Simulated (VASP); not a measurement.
# MgSn2N2 (P-3m1) in VASP: notebook, part 2 of 2

VASP 6.6.1. Earlier steps stand in the parts before.

**3. Relaxation of cell and atoms, PBE**

This run uses another cell than the first one, of 20.19 Å³/atom.

Contents of INCAR:

```
  PREC = Accurate
  ENCUT = 600
  EDIFF = 1E-6
  ISMEAR = 0
  SIGMA = 0.1
  LREAL = False
  LASPH = True
  NELM = 100
  ALGO = Normal
  ISIF = 3
  LWAVE = False
  LCHARG = False
  GGA = PE
  IBRION = 2
  NSW = 90
  EDIFFG = -0.04
```

Contents of KPOINTS:

```
regular mesh
0
Gamma
  6 6 4
```

Contents of POSCAR:

```
MgSn2N2
1.0
    4.1963125000      0.0000000000      0.0000000000
   -2.0981562500      3.6341132300      0.0000000000
    0.0000000000      0.0000000000      6.6206929800
Mg Sn N
1 2 2
Direct
    0.0000000000      0.0000000000      0.0000000000
    0.6666666700      0.3333333300      0.7393728500
    0.3333333300      0.6666666700      0.2606271500
    0.6666666700      0.3333333300      0.3564681700
    0.3333333300      0.6666666700      0.6435318300
```

Potentials or basis: VASP PAW PBE potentials, release 64 (Mg, Sn_d, N).

The run is started by

```sh
$ cat potpaw_PBE.64/Mg/POTCAR potpaw_PBE.64/Sn_d/POTCAR potpaw_PBE.64/N/POTCAR > POTCAR
$ mpirun -np 1 vasp_std > vasp.out
```

OUTCAR:

```text
PREC = Accurate
   ENCUT = 600
   EDIFF = 1E-6
   ISMEAR = 0
   LREAL = False
   LASPH = True
   NELM = 100
   ISIF = 3
   GGA = PE
   IBRION = 2
   NSW = 90
   EDIFFG = -0.04

 ion  position               nearest neighbor table
   1  0.000  0.000  0.000-   2 2.97   3 2.97   2 2.97   3 2.97   2 2.97   3 2.97
   2  0.667  0.333  0.739-   5 2.50   5 2.50   5 2.50   4 2.54   1 2.97   1 2.97   1 2.97
   3  0.333  0.667  0.261-   4 2.50   4 2.50   4 2.50   5 2.54   1 2.97   1 2.97   1 2.97
   4  0.667  0.333  0.356-   3 2.50   3 2.50   3 2.50   2 2.54
   5  0.333  0.667  0.644-   2 2.50   2 2.50   2 2.50   3 2.54

  LATTYP: Found a hexagonal cell.
 ALAT       =     4.1963125000
 C/A-ratio  =     1.5777406902

  Lattice vectors:

 A1 = (   4.1963125000,   0.0000000000,   0.0000000000)
 A2 = (  -2.0981562500,   3.6341132300,   0.0000000000)
 A3 = (   0.0000000000,   0.0000000000,   6.6206929800)

Analysis of symmetry for initial positions (statically):
=====================================================================
 Subroutine PRICEL returns:
 Original cell was already a primitive cell.

 Routine SETGRP: Setting up the symmetry group for a
 hexagonal supercell.

 Subroutine GETGRP returns: Found 12 space group operations
 (whereof 12 operations were pure point group operations)
 out of a pool of 24 trial point group operations.

The static configuration has the point symmetry D_3d.

Analysis of symmetry for dynamics (positions and initial velocities):
=====================================================================
 Subroutine PRICEL returns:
 Original cell was already a primitive cell.

 Routine SETGRP: Setting up the symmetry group for a
 hexagonal supercell.

 Subroutine GETGRP returns: Found 12 space group operations
 (whereof 12 operations were pure point group operations)
 out of a pool of 24 trial point group operations.

The dynamic configuration has the point symmetry D_3d.

 Subroutine INISYM returns: Found 12 space group operations
 (whereof 12 operations are pure point group operations),
[... 137 lines left out ...]
 maximum number of plane-waves:      3417
 NGX is ok and might be reduce to    36
   NGX = 17   NGY = 17   NGZ = 27

--------------------------------------- Ionic step        1  -------------------------------------------

 number of electron      39.9999993 magnetization

 Free energy of the ion-electron system (eV)
  ---------------------------------------------------
  ext. energy  EPLUGINS =         0.00000000
  ---------------------------------------------------
  free energy    TOTEN  =       -21.52786731 eV

  energy without entropy =      -21.50276416  energy(sigma->0) =      -21.51531573

------------------------ aborting loop because EDIFF is reached ----------------------------------------

  FORCE on cell =-STRESS in cart. coord.  units (eV):
  Direction    XX          YY          ZZ          XY          YZ          ZX
  --------------------------------------------------------------------------------------
  -------------------------------------------------------------------------------------
  Total       -6.8410526     -6.8410526     -5.8190197      0.0000000      0.0000000      0.0000000
  in kB     -108.5584879   -108.5584881    -92.3401724      0.0000000      0.0000000      0.0000000
  external PRESSURE =    -103.1523828 kB  Pullay stress =       0.0000000 kB
[... 98 lines left out ...]
  FREE ENERGIE OF THE ION-ELECTRON SYSTEM (eV)
  ---------------------------------------------------
  free  energy   TOTEN  =       -22.8399225860 eV

  energy  without entropy=      -22.8213811427  energy(sigma->0) =      -22.83065186

 E-fermi :   6.3731     XC(G=0):  -9.9722

 val. band max:        6.3242894692   @ k =   0.3333   0.1667   0.2500
 cond. band min:       6.4475584282   @ k =   0.5000   0.0000   0.2500
 fundamental gap:      0.1232689590
 Fermi energy:         6.3730795509

 k-point     1 :       0.0000    0.0000    0.0000
  band No.  band energies     occupation
      1     -15.3004      2.00000
      2     -15.2718      2.00000
      3     -15.2718      2.00000
      4     -15.2556      2.00000
      5     -15.2556      2.00000
      6     -15.2107      2.00000
[... 637 lines left out ...]
     23       8.6594      0.00000
     24       8.6594      0.00000

[... ionic steps 4 to 14 ...]

--------------------------------------- Ionic step       15  -------------------------------------------

 number of electron      40.0000006 magnetization

------------------------ aborting loop because EDIFF is reached ----------------------------------------
[... 73 lines left out ...]
--------------------------------------- Ionic step       17  -------------------------------------------

 number of electron      40.0000004 magnetization

 Free energy of the ion-electron system (eV)
  ---------------------------------------------------
  ext. energy  EPLUGINS =         0.00000000
  ---------------------------------------------------
  free energy    TOTEN  =       -23.99106531 eV

  energy without entropy =      -23.98339617  energy(sigma->0) =      -23.98723074

 E-fermi :   6.4614     XC(G=0): -10.0270

 val. band max:        6.3980286159   @ k =   0.3333   0.1667   0.2500
 cond. band min:       6.5530720312   @ k =   0.5000   0.0000   0.2500
 fundamental gap:      0.1550434154
 Fermi energy:         6.4614208702

 k-point     1 :       0.0000    0.0000    0.0000
  band No.  band energies     occupation
      1     -15.1958      2.00000
      2     -15.1703      2.00000
      3     -15.1703      2.00000
      4     -15.1549      2.00000
      5     -15.1549      2.00000
      6     -15.1140      2.00000
[... 669 lines left out ...]
  FREE ENERGIE OF THE ION-ELECTRON SYSTEM (eV)
  ---------------------------------------------------
  free  energy   TOTEN  =       -23.9910653101 eV

  energy  without entropy=      -23.9833961743  energy(sigma->0) =      -23.98723074

 reached required accuracy - stopping structural energy minimisation
```

OSZICAR:

```text
N       E                     dE             d eps       ncg     rms          rms(c)
DAV:   1     0.379739343717E+03    0.37974E+03   -0.21806E+04  1152   0.236E+03
DAV:   2     0.341027111595E+02   -0.34564E+03   -0.34197E+03  1184   0.562E+02
[... 166 lines left out ...]
       N       E                     dE             d eps       ncg     rms          rms(c)
DAV:   1    -0.239891405392E+02    0.10249E-02   -0.72282E-01  1152   0.599E+00    0.146E-01
DAV:   2    -0.239910811268E+02   -0.19406E-02   -0.20348E-02  1448   0.122E+00    0.518E-02
DAV:   3    -0.239910812348E+02   -0.10803E-06   -0.66724E-04  1720   0.210E-01    0.447E-02
DAV:   4    -0.239910709447E+02    0.10290E-04   -0.59558E-05  1696   0.632E-02    0.291E-02
DAV:   5    -0.239910647308E+02    0.62139E-05   -0.25184E-05  1408   0.461E-02    0.770E-03
DAV:   6    -0.239910653101E+02   -0.57922E-06   -0.84491E-06  1136   0.222E-02
  17 F= -.23991065E+02 E0= -.23987231E+02  d E =-.899968E-03
```

Run time: 6.2 min. Hardware: 1 thread of Intel Xeon 6975P-C (Granite Rapids), shared host; peak memory 0.31 GiB.

Results:

* Free energy: -23.9911 eV
* Relaxed volume: 18.11 Å³/atom
* Relaxed cell: a = 3.593 Å, b = 3.593 Å, c = 8.099 Å, α = 90.00°, β = 90.00°, γ = 120.00°
* Space group after relaxing (to 0.1 Å): P-3m1 (No. 164)
* Energy gained by relaxing: 492.6 meV/atom
* Ionic steps: 17
* Pressure after relaxing: 0.0 GPa
* Largest force after relaxing: 0.034 eV/Å
* Band gap on the k mesh: zero (bands 20 and 21 overlap by 0.38 eV)

Forces on the atoms (eV/Å):
```
Mg   0.000  0.000  0.000
Sn   0.000  0.000 -0.004
Sn   0.000  0.000  0.004
N    0.000  0.000 -0.034
N    0.000  0.000  0.034
```

The path:
```csv
step,energy change (eV),largest force (eV/Å),pressure (GPa),volume (Å³)
1,0.0000,2.9259,-10.32,100.96
2,-1.3035,1.6916,2.61,83.13
3,-1.3121,1.4402,4.77,81.63
4,-1.6741,0.2699,4.35,83.67
5,-1.7796,1.0988,5.13,85.60
6,-2.0101,0.9438,-2.11,92.62
7,-2.0136,1.0220,-3.13,93.95
8,-2.2028,0.8940,-2.52,93.30
9,-2.4394,0.2931,1.50,90.35
10,-2.4544,0.2390,0.17,91.20
11,-2.4560,0.2514,0.44,91.00
12,-2.4590,0.0768,-0.78,91.80
13,-2.4597,0.0794,-0.41,91.55
14,-2.4617,0.0625,-0.10,91.01
15,-2.4623,0.0832,0.08,90.66
16,-2.4623,0.0898,0.13,90.55
17,-2.4632,0.0335,-0.04,90.54
```

Final structure:
```
Mg Sn N
1.0
     3.59288    0.00000    0.00000
    -1.79644    3.11152    0.00000
     0.00000    0.00000    8.09921
Mg Sn N
1 2 2
Direct
  0.00000 0.00000 0.00000
  0.66667 0.33333 0.68258
  0.33333 0.66667 0.31742
  0.66667 0.33333 0.38919
  0.33333 0.66667 0.61081
```

Levels at points of the mesh, in eV from the Fermi level:
```
           k point  band 18  band 19  band 20  band 21  band 22  band 23
(0.00, 0.00, 0.00)    -1.99    -1.99    -0.74    -0.45     2.30     5.11
(0.50, 0.00, 0.00)    -3.01    -1.72    -0.56     0.48     0.68     2.58
(0.00, 0.00, 0.50)    -2.46    -1.99    -1.99     1.66     3.04     4.47
(0.50, 0.00, 0.50)    -3.02    -2.10    -1.30     0.42     1.38     2.18
```

Caveat: semilocal functionals underestimate gaps, and a narrow one can read as zero; a cell axis changed by over 15 % at a fixed basis, so the end point is rough; spin-orbit coupling is left out, which moves the levels of the heavy elements.

The gap in the log of VASP goes by the Fermi energy; the results here count the filled bands.